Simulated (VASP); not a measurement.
# Ag2WCl6 (Fm-3m) in VASP: single point with PBE

Aim: the single point of Ag2WCl6 with PBE.

Program: VASP 6.6.1. These are calculated values, not measurements. Logs are shortened: lines on timing, memory, paths and dates and some standing lists are left out, and cuts for length are marked.

### Step 1. The cell of the first run

Symmetry: Fm-3m, No. 225, cubic system. The conventional cell has a = 9.468 Å, b = 9.468 Å, c = 9.468 Å, α = 90.00°, β = 90.00°, γ = 90.00°. Within 2.9 Å of W (site symmetry m-3m) lie 6 Cl at 2.19 Å. Within 4.4 Å of Ag (site symmetry -43m) lie 12 Cl at 3.35 Å and 4 W at 4.10 Å. Within 2.9 Å of Cl (site symmetry 4mm) lie 1 W at 2.19 Å.

### Step 2. Single point, PBE

Contents of INCAR:

```
SYSTEM = Ag2WCl6
PREC     = Accurate       ! precision mode
ENCUT    = 520            ! plane-wave cutoff, eV
EDIFF    = 1E-6           ! SCF threshold, eV
ISMEAR   = -1             ! smearing method
SIGMA    = 0.1            ! smearing width, eV
LREAL    = .False.        ! projectors in reciprocal space
LASPH    = .True.         ! aspherical terms in the spheres
NELM     = 100            ! most SCF steps
ALGO     = Normal         ! electronic algorithm
ISIF     = 2              ! what is computed and relaxed
LWAVE    = .False.        ! write WAVECAR
LCHARG   = .False.        ! write CHGCAR
GGA      = PE             ! functional
NBANDS   = 49             ! bands
```

Contents of KPOINTS:

```
Automatic mesh
0
Gamma
  6 6 6
  0 0 0
```

Contents of POSCAR:

```
Ag2WCl6
1.0
    0.0000000000      4.7341060000      4.7341060000
    4.7341060000      0.0000000000      4.7341060000
    4.7341060000      4.7341060000      0.0000000000
W Ag Cl
1 2 6
Direct
    0.0000000000      0.0000000000      0.0000000000
    0.2500000000      0.2500000000      0.2500000000
    0.7500000000      0.7500000000      0.7500000000
    0.2312000000      0.7688000000      0.7688000000
    0.7688000000      0.2312000000      0.7688000000
    0.7688000000      0.2312000000      0.2312000000
    0.2312000000      0.7688000000      0.2312000000
    0.7688000000      0.7688000000      0.2312000000
    0.2312000000      0.2312000000      0.7688000000
```

Potentials or basis: VASP PAW PBE potentials, release 64 (W_sv, Ag, Cl).

Run with:

```bash
cat potpaw_PBE.64/W_sv/POTCAR potpaw_PBE.64/Ag/POTCAR potpaw_PBE.64/Cl/POTCAR > POTCAR
mpirun -np 1 vasp_std > vasp.out
```

OUTCAR:

```text
SYSTEM = Ag2WCl6
   PREC = Accurate
   ENCUT = 520
   EDIFF = 1E-6
   ISMEAR = -1
   LREAL = .False.
   LASPH = .True.
   NELM = 100
   ISIF = 2
   GGA = PE

 ion  position               nearest neighbor table
   1  0.000  0.000  0.000-   4 2.19   5 2.19   6 2.19   7 2.19   8 2.19   9 2.19
   2  0.250  0.250  0.250-
   3  0.750  0.750  0.750-
   4  0.231  0.769  0.769-   1 2.19
   5  0.769  0.231  0.769-   1 2.19
   6  0.769  0.231  0.231-   1 2.19
   7  0.231  0.769  0.231-   1 2.19
   8  0.769  0.769  0.231-   1 2.19
   9  0.231  0.231  0.769-   1 2.19

  LATTYP: Found a face centered cubic cell.
 ALAT       =     9.4682120000

  Lattice vectors:

 A1 = (   0.0000000000,   4.7341060000,   4.7341060000)
 A2 = (   4.7341060000,   0.0000000000,   4.7341060000)
 A3 = (   4.7341060000,   4.7341060000,   0.0000000000)

Analysis of symmetry for initial positions (statically):
=====================================================================
 Subroutine PRICEL returns:
 Original cell was already a primitive cell.

 Routine SETGRP: Setting up the symmetry group for a
 face centered cubic supercell.

 Subroutine GETGRP returns: Found 48 space group operations
 (whereof 48 operations were pure point group operations)
 out of a pool of 48 trial point group operations.

The static configuration has the point symmetry O_h .

Analysis of symmetry for dynamics (positions and initial velocities):
=====================================================================
 Subroutine PRICEL returns:
 Original cell was already a primitive cell.

 Routine SETGRP: Setting up the symmetry group for a
 face centered cubic supercell.

 Subroutine GETGRP returns: Found 48 space group operations
 (whereof 48 operations were pure point group operations)
 out of a pool of 48 trial point group operations.

The dynamic configuration has the point symmetry O_h .

 Subroutine INISYM returns: Found 48 space group operations
 (whereof 48 operations are pure point group operations),
 and found     1 'primitive' translations

----------------------------------------------------------------------------------------

                                     Primitive cell

  volume of cell :     212.1993

  direct lattice vectors                    reciprocal lattice vectors
     0.000000000  4.734106000  4.734106000    -0.105616562  0.105616562  0.105616562
     4.734106000  0.000000000  4.734106000     0.105616562 -0.105616562  0.105616562
     4.734106000  4.734106000  0.000000000     0.105616562  0.105616562 -0.105616562

  length of vectors
     6.695036911  6.695036911  6.695036911     0.182933252  0.182933252  0.182933252

  position of ions in fractional coordinates (direct lattice)
     0.000000000  0.000000000  0.000000000
     0.250000000  0.250000000  0.250000000
     0.750000000  0.750000000  0.750000000
     0.231200000  0.768800000  0.768800000
     0.768800000  0.231200000  0.768800000
     0.768800000  0.231200000  0.231200000
     0.231200000  0.768800000  0.231200000
     0.768800000  0.768800000  0.231200000
     0.231200000  0.231200000  0.768800000

  ion indices of the primitive-cell ions
   primitive index   ion index
                 1           1
                 2           2
                 3           3
                 4           4
                 5           5
                 6           6
                 7           7
                 8           8
                 9           9

----------------------------------------------------------------------------------------

 KPOINTS: Automatic mesh

Automatic generation of k-mesh.
 Grid dimensions read from file:
 generate k-points for:    6    6    6

 Generating k-lattice:

  Cartesian coordinates                     Fractional coordinates (reciprocal lattice)
    -0.017602760  0.017602760  0.017602760     0.166666667  0.000000000  0.000000000
     0.017602760 -0.017602760  0.017602760     0.000000000  0.166666667  0.000000000
     0.017602760  0.017602760 -0.017602760     0.000000000  0.000000000  0.166666667

  Length of vectors
     0.030488875  0.030488875  0.030488875

  Shift w.r.t. Gamma in fractional coordinates (k-lattice)
     0.000000000  0.000000000  0.000000000

 Subroutine IBZKPT returns following result:
 ===========================================

 Found     16 irreducible k-points:

 Following reciprocal coordinates:
            Coordinates               Weight
  0.000000  0.000000  0.000000      1.000000
  0.166667  0.000000  0.000000      8.000000
  0.333333  0.000000  0.000000      8.000000
  0.500000  0.000000  0.000000      4.000000
  0.166667  0.166667  0.000000      6.000000
  0.333333  0.166667  0.000000     24.000000
[... 8 lines left out ...]
 -0.333333  0.333333  0.166667     24.000000
 -0.333333  0.500000  0.166667     12.000000
   k-points           NKPTS =     16   k-points in BZ     NKDIM =     16   number of bands    NBANDS=     49
   number of dos      NEDOS =    301   number of ions     NIONS =      9
   total plane-waves  NPLWV = 125000
   dimension x,y,z NGX =    50 NGY =   50 NGZ =   50
   dimension x,y,z NGXF=   100 NGYF=  100 NGZF=  100
   ions per type =               1   2   6
   NGX,Y,Z   is equivalent  to a cutoff of  12.42, 12.42, 12.42 a.u.
   NGXF,Y,Z  is equivalent  to a cutoff of  24.83, 24.83, 24.83 a.u.
 SYSTEM =  Ag2WCl6
   PREC   = accura    normal or accurate (medium, high low for compatibility)
   ISTART =      0    job   : 0-new  1-cont  2-samecut
   ICHARG =      2    charge: 1-file 2-atom 10-const
   ISPIN  =      1    spin polarized calculation?
   LNONCOLLINEAR =      F non collinear calculations
   LSORBIT =      F    spin-orbit coupling
   LASPH  =      T    aspherical Exc in radial PAW
   ENCUT  =  520.0 eV  38.22 Ry    6.18 a.u.  12.45 12.45 12.45*2*pi/ulx,y,z
   NELM   =    100;   NELMIN=  2; NELMDL= -5     # of ELM steps
   EDIFF  = 0.1E-05   stopping-criterion for ELM
   LREAL  =      F    real-space projection
   EDIFFG = 0.1E-04   stopping-criterion for IOM
   NSW    =      0    number of steps for IOM
   IBRION =     -1    ionic relax: 0-MD 1-quasi-New 2-CG
   NFREE  =      0    steps in history (QN), initial steepest desc. (CG)
   ISIF   =      2    stress and relaxation
   ISYM   =      2    0-nonsym 1-usesym 2-fastsym
   POTIM  = 0.5000    time-step for ionic-motion
   TEBEG  =    0.0;   TEEND  =   0.0 temperature during run
   PSTRESS=    0.0 pullay stress
   NELECT =      78.0000    total number of electrons
   NUPDOWN=      -1.0000    fix difference up-down
   EMIN   =  10.00;   EMAX   =-10.00  energy-range for DOS
   EFERMI =   0.00;   METHOD = LEGACY
   ISMEAR =    -1;   SIGMA  =   0.10  broadening in eV -4-tet -1-fermi 0-gaus
   EFERMI_NEDOS =   21; number of points for ismear=-14 and -15
   IALGO  =     38    algorithm
   IMIX   =      4    mixing-type and parameters
     AMIX     =   0.40;   BMIX     =  1.00
     AMIX_MAG =   1.60;   BMIX_MAG =  1.00
  volume/ion in A,a.u.               =      23.58       159.11
  Fermi-wavevector in a.u.,A,eV,Ry     =   1.172713  2.216106 18.711489  1.375256
  Thomas-Fermi vector in A             =   2.309137
   LORBIT       =      0    0 simple, 1 ext, 2 COOP (PROOUT), +10 PAW based schemes
   GGA     = PE    functional components
[... 5 lines left out ...]
 non-spin polarized calculation
  energy-cutoff  :      520.00
  volume of cell :      212.20
 maximum number of plane-waves:      5769
 NGX is ok and might be reduce to    50
   NGX = 25   NGY = 25   NGZ = 25

 number of electron      77.9999984 magnetization

 Free energy of the ion-electron system (eV)
  ---------------------------------------------------
  ext. energy  EPLUGINS =         0.00000000
  ---------------------------------------------------
  free energy    TOTEN  =       -31.80947767 eV

  energy without entropy =      -31.65507708  energy(sigma->0) =      -31.73227738

 E-fermi :   4.0231     XC(G=0):  -9.2078

 val. band max:        3.9968145187   @ k =   0.0000   0.0000   0.0000
 cond. band min:       4.0244569961   @ k =  -0.1667   0.1667   0.0000
 fundamental gap:      0.0276424774
 Fermi energy:         4.0231462868

 k-point     1 :       0.0000    0.0000    0.0000
  band No.  band energies     occupation
      1     -71.2888      2.00000
      2     -35.7011      2.00000
      3     -35.7011      2.00000
      4     -35.7011      2.00000
      5     -13.3201      2.00000
      6     -12.2110      2.00000
[... 41 lines left out ...]
     48      10.6474      0.00000
     49      10.8192      0.00000

 k-point     2 :       0.1667    0.0000    0.0000
  band No.  band energies     occupation
      1     -71.2888      2.00000
      2     -35.7011      2.00000
      3     -35.7011      2.00000
      4     -35.7011      2.00000
      5     -13.2904      2.00000
      6     -12.2288      2.00000
[... 41 lines left out ...]
     48      10.3100      0.00000
     49      10.3100      0.00000

 k-point     3 :       0.3333    0.0000    0.0000
  band No.  band energies     occupation
      1     -71.2888      2.00000
      2     -35.7011      2.00000
      3     -35.7011      2.00000
      4     -35.7011      2.00000
      5     -13.2244      2.00000
      6     -12.2587      2.00000
[... 41 lines left out ...]
     48      10.0585      0.00000
     49      10.0585      0.00000

 k-point     4 :       0.5000    0.0000    0.0000
  band No.  band energies     occupation
      1     -71.2888      2.00000
      2     -35.7011      2.00000
      3     -35.7011      2.00000
      4     -35.7011      2.00000
      5     -13.1872      2.00000
      6     -12.2718      2.00000
[... 561 lines left out ...]
     48       9.2085      0.00000
     49       9.8877      0.00000

 k-point    15 :      -0.3333    0.3333    0.1667
  band No.  band energies     occupation
      1     -71.2888      2.00000
      2     -35.7011      2.00000
      3     -35.7011      2.00000
      4     -35.7011      2.00000
      5     -13.1554      2.00000
      6     -12.3549      2.00000
[... 41 lines left out ...]
     48       9.0868      0.00000
     49       9.5134      0.00000

 k-point    16 :      -0.3333    0.5000    0.1667
  band No.  band energies     occupation
      1     -71.2888      2.00000
      2     -35.7011      2.00000
      3     -35.7011      2.00000
      4     -35.7011      2.00000
      5     -13.1455      2.00000
      6     -12.3757      2.00000
[... 41 lines left out ...]
     48       8.9022      0.00000
     49       9.4681      0.00000

------------------------ aborting loop because EDIFF is reached ----------------------------------------

  FORCE on cell =-STRESS in cart. coord.  units (eV):
  Direction    XX          YY          ZZ          XY          YZ          ZX
  --------------------------------------------------------------------------------------
  -------------------------------------------------------------------------------------
  Total       15.4826692     15.4826692     15.4826692     -0.0000000      0.0000000     -0.0000000
  in kB      116.8994551    116.8994551    116.8994551     -0.0000000      0.0000000     -0.0000000
  external PRESSURE =     116.8994551 kB  Pullay stress =       0.0000000 kB

 VOLUME and BASIS-vectors are now :
 -----------------------------------------------------------------------------
  energy-cutoff  :      520.00
  volume of cell :      212.20
      direct lattice vectors                 reciprocal lattice vectors
     0.000000000  4.734106000  4.734106000    -0.105616562  0.105616562  0.105616562
     4.734106000  0.000000000  4.734106000     0.105616562 -0.105616562  0.105616562
     4.734106000  4.734106000  0.000000000     0.105616562  0.105616562 -0.105616562

 POSITION                                       TOTAL-FORCE (eV/Angst)
 -----------------------------------------------------------------------------------
      0.00000      0.00000      0.00000        -0.000000      0.000000     -0.000000
      2.36705      2.36705      2.36705        -0.000000     -0.000000     -0.000000
      7.10116      7.10116      7.10116         0.000000      0.000000     -0.000000
      7.27916      4.73411      4.73411        -3.580016      0.000000     -0.000000
      4.73411      7.27916      4.73411        -0.000000     -3.580016     -0.000000
      2.18905      4.73411      4.73411         3.580016      0.000000     -0.000000
      4.73411      2.18905      4.73411        -0.000000      3.580016     -0.000000
      4.73411      4.73411      7.27916        -0.000000      0.000000     -3.580016
      4.73411      4.73411      2.18905        -0.000000      0.000000      3.580016
 -----------------------------------------------------------------------------------
    total drift:                                0.000000      0.000000      0.000000

  FREE ENERGIE OF THE ION-ELECTRON SYSTEM (eV)
  ---------------------------------------------------
  free  energy   TOTEN  =       -31.8094776673 eV

  energy  without entropy=      -31.6550770834  energy(sigma->0) =      -31.73227738
```

Wall time 3.2 min (1 thread of Intel Xeon Platinum 8259CL at 2.50GHz (Skylake/Cascade Lake), shared host); peak memory 0.43 GiB.

Results:

| Quantity | Value |
| --- | --- |
| Free energy | -31.8095 eV |
| Pressure | 11.7 GPa |
| Largest force | 3.580 eV/Å |
| Band gap on the k mesh | zero (band 39 reaches 4.07 eV, above the bottom of band 40 at 3.93 eV) |

Forces on the atoms (eV/Å):
```
W    0.000  0.000  0.000
Ag   0.000  0.000  0.000
Ag   0.000  0.000  0.000
Cl  -3.580  0.000  0.000
Cl   0.000 -3.580  0.000
Cl   3.580  0.000  0.000
Cl   0.000  3.580  0.000
Cl   0.000  0.000 -3.580
Cl   0.000  0.000  3.580
```

Levels at points of the mesh, in eV from the Fermi level:
```
           k point  band 37  band 38  band 39  band 40  band 41  band 42
(0.00, 0.00, 0.00)    -2.54    -2.54    -0.35    -0.09    -0.09    -0.09
(0.50, 0.00, 0.00)    -2.65    -2.65    -0.40     0.41     0.41     1.19
(0.50, 0.50, 0.00)    -2.78    -2.39    -0.45     0.85     0.85     1.61
```

Caveat: spin-orbit coupling is left out, which moves the levels of the heavy elements; forces of over 1 eV/Å act on the atoms, so gaps and moduli don't describe the material at rest.
